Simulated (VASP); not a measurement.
Set up this calculation in VASP 6.6.1, as the native input.

- Task: single point
- Functional: LDA
- Potentials or basis: VASP PAW LDA potentials, release 64 (Si, C)
- Cutoff: 520 eV
- k mesh: 12 × 12 × 1
- Occupations: gaussian, width 0.03 eV
- Spin: no spin polarisation
- Dipole correction: yes
- Further INCAR settings: ALGO = Normal; EDIFF = 1e-06; NBANDS = 11; NELMDL = -8

The structure of SiC lies in POSCAR:

```
SiC
1.0
    3.0900000000      0.0000000000      0.0000000000
   -1.5450000000      2.6760184977      0.0000000000
    0.0000000000      0.0000000000     14.0000000000
Si C
1 1
Direct
    0.3333330000      0.6666670000      0.5000000000
    0.6666670000      0.3333330000      0.5000000000
```

One way to write it, as run:

INCAR

```
SYSTEM = SiC
  ALGO = Normal
  DIPOL = 0.5 0.5 0.500
  EDIFF = 1E-6
  ENCUT = 520
  GGA_COMPAT = .False.
  IDIPOL = 3
  ISIF = 2
  ISMEAR = 0
  LASPH = .True.
  LCHARG = .False.
  LDIPOL = .True.
  LREAL = .False.
  LWAVE = .False.
  NBANDS = 11
  NELM = 120
  NELMDL = -8
  PREC = Accurate
  SIGMA = 0.03
```

KPOINTS

```
k-points
0
Gamma
  12 12 1
  0 0 0
```

Potentials or basis: VASP PAW LDA potentials, release 64 (Si, C).

The run is started by

```console
$ cat potpaw_LDA.64/Si/POTCAR potpaw_LDA.64/C/POTCAR > POTCAR
$ mpirun -np 1 vasp_std > vasp.out
```

It gave:

```json
{"Band gap on the k mesh": "2.47 eV (least direct gap 2.51 eV)"}
```

Wall time 46 s on 1 thread of Intel Xeon 8259CL, with other jobs on the host, peak memory 0.19 GiB.
